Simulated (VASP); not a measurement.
# CuSi16 (a cell with a defect) in VASP: further runs

Runs on CuSi16 (a cell with a defect). Level: PBE. Tasks: single point.

Program: VASP 6.6.1. These are calculated values, not measurements. Logs are shortened: lines on timing, memory, paths and dates and some standing lists are left out, and cuts for length are marked.

## 1. The cell of the first run

The cell holds a defect, 17 atoms: a = 7.679 Å, b = 7.679 Å, c = 7.679 Å, α = 60.00°, β = 60.00°, γ = 60.00°.

## 2. Single point, PBE

INCAR

```
  PREC = Accurate
  ENCUT = 520
  EDIFF = 1E-6
  ISMEAR = 0
  SIGMA = 0.05
  LREAL = Auto
  LASPH = True
  NELM = 80
  ALGO = Normal
  ISIF = 2
  LWAVE = False
  LCHARG = True
  GGA = PE
  LELF = True
  LVHAR = True
  NELECT = 74.0
  NBANDS = 52
```

KPOINTS

```
Automatic mesh
0
Gamma
  2 2 2
```

POSCAR

```
CuSi16
1.0
    0.0000000000      5.4300000000      5.4300000000
    5.4300000000      0.0000000000      5.4300000000
    5.4300000000      5.4300000000      0.0000000000
Si Cu
16 1
Direct
   -0.0147965307      0.0046607451      0.0054127882
    0.1108702663      0.1279628894      0.1283896196
    0.0073666051     -0.0080303921      0.5006249060
    0.1109438033      0.1277609914      0.6335815951
    0.0072597464      0.5003253584     -0.0079047261
    0.1108972683      0.6327208207      0.1284321583
    0.0073143447      0.5000807272      0.5006731282
    0.1633883729      0.6120711776      0.6125241731
    0.4853371199      0.0062917959      0.0061659660
    0.6117924732      0.1292026325      0.1297651794
    0.4853764431      0.0059826994      0.5026987723
    0.6190973836      0.1203077760      0.6305498996
    0.4853602129      0.5021482013      0.0062002666
    0.6193472210      0.6305020823      0.1196455393
    0.5348169860      0.4886570769      0.4879618480
    0.6190846340      0.6301060488      0.6306076260
    0.7921516500      0.7364323690      0.7351197603
```

Potentials or basis: VASP PAW PBE potentials, release 64 (Si, Cu).

On the command line:

```
$ cat potpaw_PBE.64/Si/POTCAR potpaw_PBE.64/Cu/POTCAR > POTCAR
$ mpirun -np 1 vasp_std > vasp.out
```

OUTCAR:

```text
PREC = Accurate
   ENCUT = 520
   EDIFF = 1E-6
   ISMEAR = 0
   LREAL = Auto
   LASPH = True
   NELM = 80
   ISIF = 2
   GGA = PE
   NELECT = 74.0

 ion  position               nearest neighbor table
   1  0.985  0.005  0.005-   4 2.33   6 2.33   2 2.33  10 2.34
   2  0.111  0.128  0.128-   1 2.33   3 2.34   5 2.34   9 2.35
   3  0.007  0.992  0.501-   2 2.34   4 2.34   8 2.39  12 2.43  17 2.56
   4  0.111  0.128  0.634-   1 2.33   7 2.34   3 2.34  11 2.35
   5  0.007  0.500  0.992-   2 2.34   6 2.34   8 2.39  14 2.43  17 2.57
   6  0.111  0.633  0.128-   1 2.33   7 2.34   5 2.34  13 2.35
   7  0.007  0.500  0.501-   6 2.34   4 2.34   8 2.39  16 2.43  17 2.56
   8  0.163  0.612  0.613-  17 2.33  15 2.33   5 2.39   3 2.39   7 2.39
   9  0.485  0.006  0.006-  10 2.34   2 2.35  12 2.36  14 2.36  17 2.95
  10  0.612  0.129  0.130-  11 2.34  13 2.34   9 2.34   1 2.34
  11  0.485  0.006  0.503-  10 2.34   4 2.35  16 2.36  12 2.36  17 2.94
  12  0.619  0.120  0.631-  15 2.32   9 2.36  11 2.36  17 2.43   3 2.43
  13  0.485  0.502  0.006-  10 2.34   6 2.35  16 2.36  14 2.36  17 2.95
  14  0.619  0.631  0.120-  15 2.32  13 2.36   9 2.36  17 2.43   5 2.43
  15  0.535  0.489  0.488-  14 2.32  12 2.32  16 2.32   8 2.33
  16  0.619  0.630  0.631-  15 2.32  13 2.36  11 2.36  17 2.43   7 2.43
  17  0.792  0.736  0.735-   8 2.33  12 2.43  16 2.43  14 2.43   3 2.56   7 2.56   5 2.57  11 2.94
                             9 2.95  13 2.95

  LATTYP: Found a face centered cubic cell.
 ALAT       =    10.8600000000

  Lattice vectors:

 A1 = (   0.0000000000,   5.4300000000,   5.4300000000)
 A2 = (   5.4300000000,   0.0000000000,   5.4300000000)
 A3 = (   5.4300000000,   5.4300000000,   0.0000000000)

Analysis of symmetry for initial positions (statically):
[... 5 lines left out ...]
 face centered cubic supercell.

 Subroutine GETGRP returns: Found  1 space group operations
 (whereof  1 operations were pure point group operations)
 out of a pool of 48 trial point group operations.

The static configuration has the point symmetry C_1 .

Analysis of symmetry for dynamics (positions and initial velocities):
[... 5 lines left out ...]
 face centered cubic supercell.

 Subroutine GETGRP returns: Found  1 space group operations
 (whereof  1 operations were pure point group operations)
 out of a pool of 48 trial point group operations.

The dynamic configuration has the point symmetry C_1 .

 Subroutine INISYM returns: Found  1 space group operations
 (whereof  1 operations are pure point group operations),
 and found     1 'primitive' translations

----------------------------------------------------------------------------------------

                                     Primitive cell

  volume of cell :     320.2060

  direct lattice vectors                    reciprocal lattice vectors
     0.000000000  5.430000000  5.430000000    -0.092081031  0.092081031  0.092081031
     5.430000000  0.000000000  5.430000000     0.092081031 -0.092081031  0.092081031
     5.430000000  5.430000000  0.000000000     0.092081031  0.092081031 -0.092081031

  length of vectors
     7.679179644  7.679179644  7.679179644     0.159489025  0.159489025  0.159489025

  position of ions in fractional coordinates (direct lattice)
     0.985203469  0.004660745  0.005412788
     0.110870266  0.127962889  0.128389620
     0.007366605  0.991969608  0.500624906
     0.110943803  0.127760991  0.633581595
     0.007259746  0.500325358  0.992095274
     0.110897268  0.632720821  0.128432158
[... 9 lines left out ...]
     0.619084634  0.630106049  0.630607626
     0.792151650  0.736432369  0.735119760

  ion indices of the primitive-cell ions
   primitive index   ion index
                 1           1
                 2           2
                 3           3
                 4           4
                 5           5
                 6           6
[... 9 lines left out ...]
                16          16
                17          17

----------------------------------------------------------------------------------------

[... 47 lines left out ...]
 Gauss-broadening in eV      SIGMA  =   0.05
  energy-cutoff  :      520.00
  volume of cell :      320.21
 maximum number of plane-waves:      8646
 NGX is ok and might be reduce to    60
   NGX = 29   NGY = 29   NGZ = 29

 number of electron      74.0000003 magnetization

 Free energy of the ion-electron system (eV)
  ---------------------------------------------------
  ext. energy  EPLUGINS =         0.00000000
  ---------------------------------------------------
  free energy    TOTEN  =       -94.22057410 eV

  energy without entropy =      -94.22057408  energy(sigma->0) =      -94.22057409

 E-fermi :   6.3799     XC(G=0):  -9.6083

 val. band max:        6.1974999828   @ k =   0.0000   0.0000   0.0000
 cond. band min:       6.5601635080   @ k =   0.0000   0.0000   0.0000
 fundamental gap:      0.3626635251
 Fermi energy:         6.3799049016

 k-point     1 :       0.0000    0.0000    0.0000
  band No.  band energies     occupation
      1      -5.8943      2.00000
      2      -3.5495      2.00000
      3      -3.5042      2.00000
      4      -3.4713      2.00000
      5      -3.4703      2.00000
      6      -2.0433      2.00000
[... 41 lines left out ...]
     48       8.4543      0.00000
     49       8.7609      0.00000

 k-point     2 :       0.5000    0.0000    0.0000
  band No.  band energies     occupation
      1      -5.1855      2.00000
      2      -4.9858      2.00000
      3      -3.3328      2.00000
      4      -3.1797      2.00000
      5      -3.1780      2.00000
      6      -3.0380      2.00000
[... 41 lines left out ...]
     48       9.7752      0.00000
     49       9.7830      0.00000

 k-point     3 :       0.0000    0.5000    0.0000
  band No.  band energies     occupation
      1      -5.2256      2.00000
      2      -4.9332      2.00000
      3      -3.2962      2.00000
      4      -3.2631      2.00000
      5      -3.1639      2.00000
      6      -3.0397      2.00000
[... 249 lines left out ...]
     48      10.5023      0.00000
     49      10.5070      0.00000

 k-point     8 :       0.5000    0.0000    0.5000
  band No.  band energies     occupation
      1      -4.9303      2.00000
      2      -4.7235      2.00000
      3      -3.8693      2.00000
      4      -3.7763      2.00000
      5      -3.7475      2.00000
      6      -3.7368      2.00000
[... 41 lines left out ...]
     48      10.5020      0.00000
     49      10.5083      0.00000
 [bands above 49 left out]

------------------------ aborting loop because EDIFF is reached ----------------------------------------

  FORCE on cell =-STRESS in cart. coord.  units (eV):
  Direction    XX          YY          ZZ          XY          YZ          ZX
  --------------------------------------------------------------------------------------
  -------------------------------------------------------------------------------------
  Total       -1.7919928     -1.8232762     -1.7901277     -0.2115304      0.2042445     -0.2340904
  in kB       -8.9663847     -9.1229134     -8.9570522     -1.0584098      1.0219545     -1.1712907
  external PRESSURE =      -9.0154501 kB  Pullay stress =       0.0000000 kB

 VOLUME and BASIS-vectors are now :
 -----------------------------------------------------------------------------
  energy-cutoff  :      520.00
  volume of cell :      320.21
      direct lattice vectors                 reciprocal lattice vectors
     0.000000000  5.430000000  5.430000000    -0.092081031  0.092081031  0.092081031
     5.430000000  0.000000000  5.430000000     0.092081031 -0.092081031  0.092081031
     5.430000000  5.430000000  0.000000000     0.092081031  0.092081031 -0.092081031

 POSITION                                       TOTAL-FORCE (eV/Angst)
 -----------------------------------------------------------------------------------
      0.05470      5.37905      5.37496         0.002268      0.004894     -0.001489
      1.39199      1.29918      1.29686        -0.003115     -0.002079      0.006192
      8.10479      2.75839      5.42640         0.005588      0.001079     -0.000673
      4.13409      4.04277      1.29617        -0.003959     -0.005447      0.002664
      8.10384      5.42650      2.75619         0.002680      0.007504     -0.002388
      4.13306      1.29956      4.03785        -0.006283     -0.002985      0.002670
[... 9 lines left out ...]
      6.84568      6.78583      6.78311        -0.013826     -0.010099     -0.000023
      7.99053      8.29308      8.30021         0.007227     -0.005721     -0.006827
 -----------------------------------------------------------------------------------
    total drift:                               -0.005046      0.004128      0.004221

  FREE ENERGIE OF THE ION-ELECTRON SYSTEM (eV)
  ---------------------------------------------------
  free  energy   TOTEN  =       -94.2205740961 eV

  energy  without entropy=      -94.2205740799  energy(sigma->0) =      -94.22057409
```

Wall time 2.4 min (1 thread of Intel Xeon 6975P-C (Granite Rapids), shared host); peak memory 0.49 GiB.

Results:

| Quantity | Value |
| --- | --- |
| Free energy | -94.2206 eV |
| Largest force | 0.017 eV/Å |

Forces in eV/Å, atoms in the order of the input:
```
Si   0.002  0.005 -0.001
Si  -0.003 -0.002  0.006
Si   0.006  0.001 -0.001
Si  -0.004 -0.005  0.003
Si   0.003  0.008 -0.002
Si  -0.006 -0.003  0.003
Si   0.000  0.003 -0.003
Si  -0.006 -0.001  0.005
Si   0.000  0.007 -0.003
Si   0.001 -0.004 -0.002
Si   0.000  0.007  0.002
Si  -0.001 -0.010  0.012
Si   0.005  0.007  0.001
Si   0.004  0.001 -0.004
Si   0.007  0.002 -0.007
Si  -0.014 -0.010  0.000
Cu   0.007 -0.006 -0.007
```

Levels at points of the mesh, in eV from the Fermi level:
| k point | band 33 | band 34 | band 35 | band 36 | band 37 | band 38 | band 39 | band 40 | band 41 | band 42 |
| --- | --- | --- | --- | --- | --- | --- | --- | --- | --- | --- |
| (0.00, 0.00, 0.00) | -0.89 | -0.88 | -0.64 | -0.19 | -0.18 | 0.18 | 0.61 | 0.61 | 0.64 | 0.65 |
| (0.50, 0.00, 0.00) | -2.00 | -0.91 | -0.91 | -0.72 | -0.72 | 0.42 | 1.26 | 1.34 | 1.34 | 1.44 |
| (0.00, 0.50, 0.00) | -2.00 | -0.89 | -0.84 | -0.76 | -0.67 | 0.59 | 1.09 | 1.29 | 1.33 | 1.50 |
| (0.00, 0.00, 0.50) | -2.00 | -0.89 | -0.84 | -0.76 | -0.67 | 0.59 | 1.09 | 1.29 | 1.33 | 1.50 |
| (0.50, 0.50, 0.50) | -2.00 | -0.89 | -0.84 | -0.76 | -0.67 | 0.59 | 1.09 | 1.29 | 1.33 | 1.50 |
| (0.50, 0.50, 0.00) | -1.82 | -1.52 | -1.43 | -1.41 | -0.95 | 0.67 | 1.06 | 2.03 | 2.07 | 2.14 |
| (0.00, 0.50, 0.50) | -1.82 | -1.52 | -1.43 | -1.41 | -0.95 | 0.67 | 1.06 | 2.03 | 2.07 | 2.14 |
| (0.50, 0.00, 0.50) | -1.83 | -1.51 | -1.44 | -1.40 | -0.96 | 0.67 | 1.06 | 2.03 | 2.07 | 2.14 |

Caveat: the k points lie up to 0.50 Å⁻¹ apart; the cell carries a net charge on a neutralising background, which shifts energy and pressure; the cell is charged against a uniform background, so pressure and absolute levels hang on convention.

## 3. Single point, PBE

INCAR

```
SYSTEM = CuSi16
  PREC = Accurate
  ENCUT = 520
  EDIFF = 1E-7
  ISMEAR = 0
  SIGMA = 0.05
  LREAL = Auto
  LASPH = .True.
  NELM = 100
  ALGO = Normal
  ISIF = 2
  LWAVE = .False.
  LCHARG = .True.
  GGA = PE
  LELF = .True.
  LVHAR = .True.
  NBANDS = 52
  NELECT = 74.0
```

KPOINTS

```
Automatic mesh
0
Gamma
  2 2 2
  0 0 0
```

POSCAR

```
CuSi16
1.0
    0.0000000000      5.4300000000      5.4300000000
    5.4300000000      0.0000000000      5.4300000000
    5.4300000000      5.4300000000      0.0000000000
Si Cu
16 1
Direct
    0.0054633819     -0.0062100700     -0.0048379295
    0.1329519978      0.1242773984      0.1247543111
   -0.0028363045     -0.0075514647      0.4971426860
    0.1194197794      0.1225700841      0.6192948419
   -0.0028844918      0.4964088387     -0.0077272189
    0.1186000362      0.6184583637      0.1232338706
   -0.0039887316      0.4954018696      0.4962841332
    0.1200273859      0.6206945966      0.6204559365
    0.5127187201      0.0128473046      0.0127453836
    0.6368574723      0.1364370477      0.1362860610
    0.4953474976     -0.0059449428      0.5048261838
    0.6247396231      0.1244737227      0.6328614508
    0.4944512288      0.5048405443     -0.0054810303
    0.6246308306      0.6330480468      0.1248013099
    0.4918300693      0.4965977287      0.4972442903
    0.6229144470      0.6186253093      0.6186322395
    0.3903102077      0.8885407122      0.8890607904
```

Potentials or basis: VASP PAW PBE potentials, release 64 (Si, Cu).

On the command line:

```
$ cat potpaw_PBE.64/Si/POTCAR potpaw_PBE.64/Cu/POTCAR > POTCAR
$ mpirun -np 1 vasp_std > vasp.out
```

Wall time 2.9 min (1 thread of Intel Xeon 6975P-C (Granite Rapids), shared host); peak memory 0.5 GiB.

It converged, with:

```
Free energy   : -94.2205 eV
Largest force : 0.045 eV/Å
```

Forces on the atoms (eV/Å):
```
Si   0.015 -0.032  0.003
Si   0.006  0.016  0.004
Si   0.010 -0.003  0.004
Si  -0.012  0.009 -0.007
Si   0.031 -0.012 -0.002
Si  -0.016  0.025  0.000
Si   0.002 -0.019 -0.001
Si  -0.016  0.000 -0.015
Si   0.013  0.014  0.013
Si   0.005  0.010  0.007
Si   0.006 -0.032  0.013
Si  -0.001  0.014  0.009
Si   0.002  0.015 -0.002
Si  -0.018  0.010 -0.017
Si  -0.002 -0.008  0.029
Si  -0.002  0.024 -0.011
Cu  -0.022 -0.030 -0.026
```

Levels at points of the mesh, in eV from the Fermi level:
| k point | band 33 | band 34 | band 35 | band 36 | band 37 | band 38 | band 39 | band 40 | band 41 | band 42 |
| --- | --- | --- | --- | --- | --- | --- | --- | --- | --- | --- |
| (0.00, 0.00, 0.00) | -0.89 | -0.89 | -0.65 | -0.19 | -0.18 | 0.18 | 0.61 | 0.61 | 0.64 | 0.65 |
| (0.50, 0.00, 0.00) | -2.01 | -0.90 | -0.84 | -0.76 | -0.67 | 0.59 | 1.09 | 1.29 | 1.33 | 1.50 |
| (0.00, 0.50, 0.00) | -2.00 | -0.89 | -0.84 | -0.75 | -0.68 | 0.58 | 1.09 | 1.29 | 1.33 | 1.50 |
| (0.00, 0.00, 0.50) | -2.01 | -0.90 | -0.84 | -0.76 | -0.68 | 0.59 | 1.09 | 1.29 | 1.33 | 1.50 |
| (0.50, 0.50, 0.50) | -2.00 | -0.92 | -0.91 | -0.73 | -0.72 | 0.43 | 1.26 | 1.34 | 1.34 | 1.44 |
| (0.50, 0.50, 0.00) | -1.83 | -1.52 | -1.43 | -1.40 | -0.96 | 0.67 | 1.06 | 2.03 | 2.07 | 2.14 |
| (0.00, 0.50, 0.50) | -1.83 | -1.52 | -1.44 | -1.40 | -0.96 | 0.67 | 1.06 | 2.03 | 2.07 | 2.14 |
| (0.50, 0.00, 0.50) | -1.82 | -1.52 | -1.43 | -1.41 | -0.96 | 0.67 | 1.06 | 2.03 | 2.07 | 2.14 |

Caveat: the k points lie up to 0.50 Å⁻¹ apart; the cell carries a net charge on a neutralising background, which shifts energy and pressure; the cell is charged against a uniform background, so pressure and absolute levels hang on convention.

## 4. Single point, PBE

INCAR

```
PREC = Accurate ; ENCUT = 520
EDIFF = 1E-6 ; ISMEAR = 0
SIGMA = 0.05 ; LREAL = Auto
LASPH = True ; NELM = 60
ALGO = Normal ; ISIF = 2
LWAVE = False ; LCHARG = False
GGA = PE ; NELECT = 74.0
NBANDS = 52
```

KPOINTS

```
regular mesh
0
Gamma
  2 2 2
```

POSCAR

```
CuSi16
1.0
    0.0000000000      5.4300000000      5.4300000000
    5.4300000000      0.0000000000      5.4300000000
    5.4300000000      5.4300000000      0.0000000000
Si Cu
16 1
Direct
   -0.0147965009      0.0046607735      0.0054127072
    0.1108702578      0.1279628913      0.1283895948
    0.0073666667     -0.0080303867      0.5006248619
    0.1109438306      0.1277609576      0.6335815838
    0.0072597606      0.5003253223     -0.0079046961
    0.1108972376      0.6327208103      0.1284322284
    0.0073143646      0.5000806630      0.5006731123
    0.1633883057      0.6120711786      0.6125242173
    0.4853371087      0.0062918048      0.0061660221
    0.6117924494      0.1292025783      0.1297651934
    0.4853764273      0.0059826888      0.5026987109
    0.6190974217      0.1203077348      0.6305499079
    0.4853602210      0.5021482505      0.0062001842
    0.6193472376      0.6305021179      0.1196455801
    0.5348169429      0.4886570902      0.4879618785
    0.6190846225      0.6301059853      0.6306076427
    0.7921516575      0.7364323204      0.7351197974
```

On the command line:

```
$ cat potpaw_PBE.64/Si/POTCAR potpaw_PBE.64/Cu/POTCAR > POTCAR
$ mpirun -np 1 vasp_std > vasp.out
```

Run time: 2.6 min. Hardware: 1 thread of Intel Xeon 6975P-C (Granite Rapids), shared host; peak memory 0.49 GiB.

The run converged. Its results:

```yaml
Free_energy: -94.2206 eV
Largest_force: 0.017 eV/Å
```

Forces in eV/Å, atoms in the order of the input:
```
Si   0.002  0.005 -0.001
Si  -0.003 -0.002  0.006
Si   0.006  0.001 -0.001
Si  -0.004 -0.005  0.003
Si   0.003  0.008 -0.002
Si  -0.006 -0.003  0.003
Si   0.000  0.003 -0.003
Si  -0.006 -0.001  0.005
Si   0.000  0.007 -0.003
Si   0.001 -0.004 -0.002
Si   0.000  0.007  0.002
Si  -0.001 -0.010  0.012
Si   0.005  0.007  0.001
Si   0.004  0.001 -0.004
Si   0.007  0.002 -0.007
Si  -0.014 -0.010  0.000
Cu   0.007 -0.006 -0.007
```

Levels at points of the mesh, in eV from the Fermi level:
| k point | band 34 | band 35 | band 36 | band 37 | band 38 | band 39 | band 40 | band 41 |
| --- | --- | --- | --- | --- | --- | --- | --- | --- |
| (0.00, 0.00, 0.00) | -0.88 | -0.64 | -0.19 | -0.18 | 0.18 | 0.61 | 0.61 | 0.64 |
| (0.50, 0.00, 0.00) | -0.91 | -0.91 | -0.72 | -0.72 | 0.42 | 1.26 | 1.34 | 1.34 |
| (0.00, 0.50, 0.00) | -0.89 | -0.84 | -0.76 | -0.67 | 0.59 | 1.09 | 1.29 | 1.33 |
| (0.00, 0.00, 0.50) | -0.89 | -0.84 | -0.76 | -0.67 | 0.59 | 1.09 | 1.29 | 1.33 |
| (0.50, 0.50, 0.50) | -0.89 | -0.84 | -0.76 | -0.67 | 0.59 | 1.09 | 1.29 | 1.33 |
| (0.50, 0.50, 0.00) | -1.52 | -1.43 | -1.41 | -0.95 | 0.67 | 1.06 | 2.03 | 2.07 |
| (0.00, 0.50, 0.50) | -1.52 | -1.43 | -1.41 | -0.95 | 0.67 | 1.06 | 2.03 | 2.07 |
| (0.50, 0.00, 0.50) | -1.51 | -1.44 | -1.40 | -0.96 | 0.67 | 1.06 | 2.03 | 2.07 |

Caveat: the k points lie up to 0.50 Å⁻¹ apart; the cell carries a net charge on a neutralising background, which shifts energy and pressure; the cell is charged against a uniform background, so pressure and absolute levels hang on convention.
